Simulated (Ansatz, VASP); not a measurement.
**Two plane-wave programs on Sc**

INCAR

```
SYSTEM = Sc
PREC = Accurate
ENCUT = 520
EDIFF = 1E-7
ISMEAR = 1
SIGMA = 1.0
LREAL = .False.
LASPH = .True.
NELM = 100
ALGO = Normal
ISIF = 2
LWAVE = .False.
LCHARG = .True.
GGA = PE
LELF = .True.
LVHAR = .True.
NBANDS = 18
```

File KPOINTS:

```
Automatic mesh
0
Gamma
  11 11 6
  0 0 0
```

The input POSCAR:

```
Sc
1.0
    3.3193628924      0.0000000000      0.0000000000
   -1.6596814462      2.8746525892      0.0000000000
    0.0000000000      0.0000000000      5.1842605006
Sc
2
Direct
    0.3333333333      0.6666666667      0.2500000000
    0.6666666667      0.3333333333      0.7500000000
```

Input for Ansatz:

```yaml
crystal:
  lattice:
    - [3.3193628924, 0.0, 0.0]
    - [-1.6596814462, 2.8746525892, 0.0]
    - [0.0, 0.0, 5.1842605006]
  atoms:
    - { symbol: Sc, position: [0.3333333333, 0.6666666667, 0.25] }
    - { symbol: Sc, position: [0.6666666667, 0.3333333333, 0.75] }
hamiltonian:
  xc: pbe
  pseudopotentials:
    kind: paw
    azcp:
      Sc: "pseudopotentials/Sc.paw.azcp"
basis:
  ecutwfc: 420
  fft_grid_basis: typed
kpoints:
  mp_grid: { grid: [11, 11, 6], shift: [0, 0, 0] }
magnetization:
  spin_polarized: false
scf:
  occupations: { method: methfessel_paxton, width: 1.0 }
  lower_state_search: "off"
output:
  stress: true
```

Alike in both runs: task single point; functional PBE; k mesh 11 × 11 × 6; occupations methfessel-paxton of order 1, width 1 eV; no spin polarisation.

```csv
,VASP,Ansatz
version,VASP 6.6.1,Ansatz 0.2.0
potentials or method,"VASP PAW PBE potentials, release 64 (Sc_sv), cutoff 520 eV","plane waves (420 eV) with PAW, scalar-relativistic"
valence electrons in the cell,22,22
```

|  | VASP | Ansatz | Ansatz less VASP |
| --- | --- | --- | --- |
| pressure (GPa) | -0.1 | -0.1 | -0.03 |
| traceless stress, the component that is largest in VASP (GPa) | 0.49 | 0.49 | -0.005 |
